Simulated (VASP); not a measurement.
# HfN in VASP: a series of runs, part 2 of 2

VASP 6.6.1. The steps go on from the part before.

**4. Single point, PBE (strain -0.050 along x and y, +0.000 along z)**

File INCAR:

```
SYSTEM = HfN
PREC = Accurate
ENCUT = 520
EDIFF = 1E-6
ISMEAR = 0
SIGMA = 0.15
LREAL = .False.
LASPH = .True.
NELM = 60
ALGO = Normal
ISIF = 2
LWAVE = .False.
LCHARG = .True.
GGA = PE
LELF = .True.
LVHAR = .True.
NBANDS = 14
```

File KPOINTS:

```
regular mesh
0
Gamma
  22 22 22
  0 0 0
```

File POSCAR:

```
HfN
1.0
    0.0000000000      2.1602017307      2.2738965586
    2.1602017307      0.0000000000      2.2738965586
    2.1602017307      2.1602017307      0.0000000000
Hf N
1 1
Direct
    0.0000000000      0.0000000000      0.0000000000
    0.5000000000      0.5000000000      0.5000000000
```

Potentials or basis: VASP PAW PBE potentials, release 64 (Hf_pv, N).

On the command line:

```console
$ cat potpaw_PBE.64/Hf_pv/POTCAR potpaw_PBE.64/N/POTCAR > POTCAR
$ mpirun -np 1 vasp_std > vasp.out
```

OUTCAR:

```text
SYSTEM = HfN
   PREC = Accurate
   ENCUT = 520
   EDIFF = 1E-6
   ISMEAR = 0
   LREAL = .False.
   LASPH = .True.
   NELM = 60
   ISIF = 2
   GGA = PE

 ion  position               nearest neighbor table
   1  0.000  0.000  0.000-   2 2.16   2 2.16   2 2.16   2 2.16   2 2.27   2 2.27
   2  0.500  0.500  0.500-   1 2.16   1 2.16   1 2.16   1 2.16   1 2.27   1 2.27

  LATTYP: Found a body centered tetragonal cell.
 ALAT       =     3.0549865850
 C/A-ratio  =     1.4886458551

  Lattice vectors:

 A1 = (  -2.1602017307,   0.0000000000,   2.2738965586)
 A2 = (   2.1602017307,   0.0000000000,   2.2738965586)
 A3 = (   0.0000000000,   2.1602017307,  -2.2738965586)

Analysis of symmetry for initial positions (statically):
=====================================================================
 Subroutine PRICEL returns:
 Original cell was already a primitive cell.

 Routine SETGRP: Setting up the symmetry group for a
 body centered tetragonal supercell.

 Subroutine GETGRP returns: Found 16 space group operations
 (whereof 16 operations were pure point group operations)
 out of a pool of 16 trial point group operations.

The static configuration has the point symmetry D_4h.

Analysis of symmetry for dynamics (positions and initial velocities):
[... 177 lines left out ...]
     10       8.9750      1.92316
     11      10.2375      0.00000
     12      11.7394      0.00000
     13      12.4953      0.00000
     14      18.9399      0.00000
[... 377 lines left out ...]
      1     -22.9560      2.00000
      2     -21.8652      2.00000
      3     -21.7127      2.00000
      4      -5.6559      2.00000
      5      -0.1396      2.00000
      6       2.5231      2.00000
      7       2.5486      2.00000
      8      12.4817      0.00000
      9      13.0128      0.00000
     10      13.3436      0.00000
     11      14.5108      0.00000
     12      17.9322      0.00000
     13      19.7113      0.00000
     14      21.7293      0.00000

 [... further k-points ...]

------------------------ aborting loop because EDIFF is reached ----------------------------------------

  FORCE on cell =-STRESS in cart. coord.  units (eV):
  Direction    XX          YY          ZZ          XY          YZ          ZX
  --------------------------------------------------------------------------------------
  -------------------------------------------------------------------------------------
  Total        5.9569245      5.9569245      1.2537739      0.0000000      0.0000000      0.0000000
  in kB      449.7211990    449.7211990     94.6543288      0.0000000      0.0000000      0.0000000
  external PRESSURE =     331.3655756 kB  Pullay stress =       0.0000000 kB

 VOLUME and BASIS-vectors are now :
 -----------------------------------------------------------------------------
  energy-cutoff  :      520.00
  volume of cell :       21.22
      direct lattice vectors                 reciprocal lattice vectors
     0.000000000  2.160201731  2.273896559    -0.231459865  0.231459865  0.219886871
     2.160201731  0.000000000  2.273896559     0.231459865 -0.231459865  0.219886871
     2.160201731  2.160201731  0.000000000     0.231459865  0.231459865 -0.219886871

 POSITION                                       TOTAL-FORCE (eV/Angst)
 -----------------------------------------------------------------------------------
      0.00000      0.00000      0.00000        -0.000000     -0.000000      0.000000
      2.16020      2.16020      2.27390         0.000000      0.000000      0.000000
 -----------------------------------------------------------------------------------
    total drift:                                0.000000     -0.000000     -0.000000

  FREE ENERGIE OF THE ION-ELECTRON SYSTEM (eV)
  ---------------------------------------------------
  free  energy   TOTEN  =       -21.4917321467 eV

  energy  without entropy=      -21.4857364491  energy(sigma->0) =      -21.48873430
```

Wall time 86 s (1 thread of Intel Xeon Platinum 8488C (Sapphire Rapids), shared host); peak memory 0.36 GiB.

What came out:

* Free energy: -21.4917 eV
* Pressure: 33.1 GPa
* Band gap on the k mesh: zero (an odd number of electrons rules out a gap without spin polarisation)

Stress tensor (GPa, compression positive):
```
44.97  0.00  0.00
 0.00 44.97  0.00
 0.00  0.00  9.47
```

Caveat: the cell differs from its parent crystal (strain -0.050 along x and y, +0.000 along z); the cell stands under pressure; spin-orbit coupling is left out, which moves the levels of the heavy elements.

**5. Single point, PBE (strain -0.025 along x and y, -0.050 along z)**

File INCAR:

```
PREC = Accurate
ENCUT = 520
EDIFF = 1E-6
ISMEAR = 0
SIGMA = 0.15
LREAL = False
LASPH = True
NELM = 100
ALGO = Normal
ISIF = 2
LWAVE = False
LCHARG = True
GGA = PE
LELF = True
LVHAR = True
NBANDS = 14
```

File KPOINTS:

```
Automatic mesh
0
Gamma
  22 22 22
```

File POSCAR:

```
HfN
1.0
    0.0000000000      2.2170491446      2.1602017307
    2.2170491446      0.0000000000      2.1602017307
    2.2170491446      2.2170491446      0.0000000000
Hf N
1 1
Direct
    0.0000000000      0.0000000000      0.0000000000
    0.5000000000      0.5000000000      0.5000000000
```

On the command line:

```console
$ cat potpaw_PBE.64/Hf_pv/POTCAR potpaw_PBE.64/N/POTCAR > POTCAR
$ mpirun -np 1 vasp_std > vasp.out
```

It took 86 s on 1 thread of Intel Xeon Platinum 8488C (Sapphire Rapids), shared host; peak memory 0.36 GiB.

It converged, with:

```
Free energy            : -21.5538 eV
Pressure               : 31.4 GPa
Band gap on the k mesh : zero (an odd number of electrons rules out a gap without spin polarisation)
```

Stress tensor (GPa, compression positive):
```
24.73  0.00  0.00
 0.00 24.73  0.00
 0.00  0.00 44.59
```

Levels at points of the mesh, in eV from the Fermi level:
```csv
k point,band 6,band 7,band 8,band 9,band 10,band 11
"(0.00, 0.00, 0.00)",-3.19,-3.01,-0.51,-0.51,-0.19,1.94
"(0.50, 0.00, 0.00)",-6.64,-6.62,3.64,4.06,4.24,4.86
"(0.50, 0.50, 0.00)",-4.26,-3.82,-3.82,4.56,6.18,6.18
"(0.50, 0.00, 0.50)",-4.18,-3.78,-3.59,4.47,5.98,6.37
```

Caveat: the cell differs from its parent crystal (strain -0.025 along x and y, -0.050 along z); the cell stands under pressure; spin-orbit coupling is left out, which moves the levels of the heavy elements.

**6. Summary**

| cell | gap on the mesh (eV) | pressure (GPa) |
| --- | --- | --- |
| a = 3.377 Å, angles 60.0°, 2 atoms | none | -29.9 |
| a = 3.095, b = 3.095, c = 3.055 Å, angles 60.4, 60.4, 59.1°, 2 atoms | none | 42.2 |
| a = 3.136, b = 3.136, c = 3.055 Å, angles 60.9, 60.9, 58.3°, 2 atoms | none | 33.1 |
| a = 3.095, b = 3.095, c = 3.135 Å, angles 59.6, 59.6, 60.9°, 2 atoms | none | 31.4 |

Alike in all rows: task single point; level PBE; potentials or basis VASP PAW PBE potentials, release 64 (Hf_pv, N); no spin polarisation; k mesh 22 × 22 × 22; cutoff (eV) 520; smearing gaussian 0.15 eV.

Caveats: spin-orbit coupling is left out, which moves the levels of the heavy elements; the cell stands under pressure (at least some runs); the cell stands under tension (at least some runs).

Absolute energies hang on the potentials; compare differences alone.
